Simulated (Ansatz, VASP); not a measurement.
## C: VASP beside Ansatz

The input INCAR:

```
SYSTEM = C
  PREC = Accurate
  ENCUT = 520
  EDIFF = 1E-6
  ISMEAR = -1
  SIGMA = 0.1
  LREAL = .FALSE.
  LASPH = .TRUE.
  NELM = 60
  ALGO = Normal
  ISIF = 2
  LWAVE = .FALSE.
  LCHARG = .FALSE.
  GGA = CA
  NBANDS = 8
```

The input KPOINTS:

```
regular mesh
0
G
  22 22 22
  0 0 0
```

POSCAR

```
C
1.0
   -1.0232376365      1.0232376365      1.0232376365
    1.0232376365     -1.0232376365      1.0232376365
    1.0232376365      1.0232376365     -1.0232376365
C
1
Direct
    0.0000000000      0.0000000000      0.0000000000
```

Input for Ansatz:

```yaml
crystal:
  lattice:
    - [-1.0232376365, 1.0232376365, 1.0232376365]
    - [1.0232376365, -1.0232376365, 1.0232376365]
    - [1.0232376365, 1.0232376365, -1.0232376365]
  atoms:
    - { symbol: C, position: [0.0, 0.0, 0.0] }
kpoints:
  mp_grid: { grid: [22, 22, 22] }
scf:
  occupations: { method: fermi_dirac, width: 0.1 }
hamiltonian:
  xc: lda
  pseudopotentials: { kind: paw }
output:
  forces: true
  stress: true
  eigenvalues: true
  populations: true
```

Change from the starting cell: volume scaled by 0.68, PAW files.

Alike in both runs: task single point; functional LDA; k mesh 22 × 22 × 22; occupations fermi-dirac, width 0.1 eV; no spin polarisation.

|  | VASP | Ansatz |
| --- | --- | --- |
| version | VASP 6.6.1 | Ansatz 0.2.0 |
| potentials or method | VASP PAW LDA potentials, release 64 (C) | PAW with Ansatz's default frozen-core files, scalar-relativistic |
| plane-wave cutoff (eV) | 520 | 420 |
| valence electrons in the cell | 4 | 4 |

```csv
,VASP,Ansatz,Ansatz less VASP
pressure (GPa),185.6,183.9,-1.65
```

LDA's correlation is that of Perdew and Zunger in VASP and of Perdew and Wang (1992) in Ansatz. Both programs put the cell under a high pressure, so it lies far from rest at this level.

Noted on VASP's run: the cell as given lies far from equilibrium.
